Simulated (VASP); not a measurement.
A run of VASP 6.6.1 is set up as follows.

Contents of POSCAR:

```
LiF
1.0
    2.4948702470      0.0000000000      0.0000000000
    0.0000000000      2.5162584438      0.0000000000
    0.0000000000      0.0000000000      2.5162584438
Li F
1 1
Direct
    0.0000000000      0.0000000000      0.0000000000
    0.5000000000      0.5000000000      0.5000000000
```

Contents of INCAR.step1:

```
PREC = Accurate ; ENCUT = 520
ISMEAR = 0 ; SIGMA = 0.01
LREAL = False ; LASPH = True
NELM = 60 ; NBANDS = 12
GGA = PE ; ALGO = Normal
EDIFF = 1E-4 ; LWAVE = True
LCHARG = False
```

Contents of INCAR.step2:

```
PREC = Accurate ; ENCUT = 520
EDIFF = 1E-7 ; ISMEAR = 0
SIGMA = 0.01 ; LREAL = False
LASPH = True ; NELM = 60
ALGO = Normal ; ISIF = 2
LWAVE = False ; LCHARG = True
METAGGA = R2SCAN ; LMIXTAU = True
LELF = True ; LVHAR = True
NBANDS = 12 ; ISTART = 1
```

File KPOINTS:

```
regular mesh
0
Gamma
  10 10 10
```

Potentials or basis: VASP PAW PBE potentials, release 64 (Li_sv, F).

Run with:

```sh
$ cat potpaw_PBE.64/Li_sv/POTCAR potpaw_PBE.64/F/POTCAR > POTCAR
$ cp INCAR.step1 INCAR
$ mpirun -np 1 vasp_std > vasp.out
$ cp INCAR.step2 INCAR
$ mpirun -np 1 vasp_std > vasp.out
```

Predict the band gap on the k mesh.

9.16 eV, indirect (least direct gap 9.88 eV).

Caveat: the cell differs from its parent crystal (uniaxial x strain -0.9%). A k mesh can miss the band edges.
